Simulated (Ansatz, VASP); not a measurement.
**TaF3 in VASP and in Ansatz**

Contents of INCAR:

```
SYSTEM = TaF3
PREC = Accurate ; ENCUT = 600
EDIFF = 1E-7 ; ISMEAR = 0
SIGMA = 0.1 ; LREAL = .False.
LASPH = .True. ; NELM = 100
ALGO = Normal ; ISIF = 3
LWAVE = .False. ; LCHARG = .False.
GGA = PE ; IBRION = 2
NSW = 70 ; EDIFFG = -0.02
```

KPOINTS

```
regular mesh
0
Gamma
  12 12 12
  0 0 0
```

POSCAR

```
TaF3
1.0
    4.1220596261      0.0000000000      0.0000000000
    0.0000000000      4.1220596261      0.0000000000
    0.0000000000      0.0000000000      4.1220596261
Ta F
1 3
Direct
    0.0000000000      0.0000000000      0.0000000000
    0.5000000000      0.0000000000      0.0000000000
    0.0000000000      0.5000000000      0.0000000000
    0.0000000000      0.0000000000      0.5000000000
```

Input for Ansatz:

```yaml
crystal:
  lattice:
    - [4.1220596261, 0.0, 0.0]
    - [0.0, 4.1220596261, 0.0]
    - [0.0, 0.0, 4.1220596261]
  atoms:
    - { symbol: Ta, position: [0.0, 0.0, 0.0] }
    - { symbol: F, position: [0.5, 0.0, 0.0] }
    - { symbol: F, position: [0.0, 0.5, 0.0] }
    - { symbol: F, position: [0.0, 0.0, 0.5] }
basis:
  ecutwfc: 420
kpoints:
  mp_grid: { grid: [12, 12, 12] }
hamiltonian:
  xc: pbe
scf:
  occupations: { method: gaussian, width: 0.1 }
output:
  forces: true
  stress: true
  eigenvalues: true
relax:
  adjacent_minimum: "off"
  f_tol: 0.02
  max_steps: 50
  cell: { stress_tol: 0.1 }
```

Alike in both runs: task relaxation of cell and atoms; functional PBE; k mesh 12 × 12 × 12; occupations gaussian, width 0.1 eV; no spin polarisation.

|  | VASP | Ansatz |
| --- | --- | --- |
| version | VASP 6.6.1 | Ansatz 0.2.0 |
| potentials or method | VASP PAW PBE potentials, release 64 (Ta_pv, F), cutoff 600 eV | scalar-relativistic, plane waves, PAW |
| valence electrons in the cell | 32 | 34 |

VASP gave:

| Item | Value |
| --- | --- |
| gap on the k mesh at the Fermi level, each at its own relaxed structure (eV) | none |
| relaxed volume (Å³/atom) | 17.51 |
| relaxed cell length with the largest relative difference (Å) | 4.122 |

Problem. What did Ansatz give for the same quantities?

Solution. gap on the k mesh at the Fermi level, each at its own relaxed structure (eV): none; relaxed volume (Å³/atom): 17.53; relaxed cell length with the largest relative difference (Å): 4.124.

A gap of «none» marks a metal or a gap that the smearing closes. VASP's potentials hold 32 valence electrons a cell and Ansatz's 34, so a difference there can come from the potentials and not from the codes.

Spin-orbit coupling is off throughout. Noted on VASP's run: the relaxation stopped at its first step, so nothing moved.
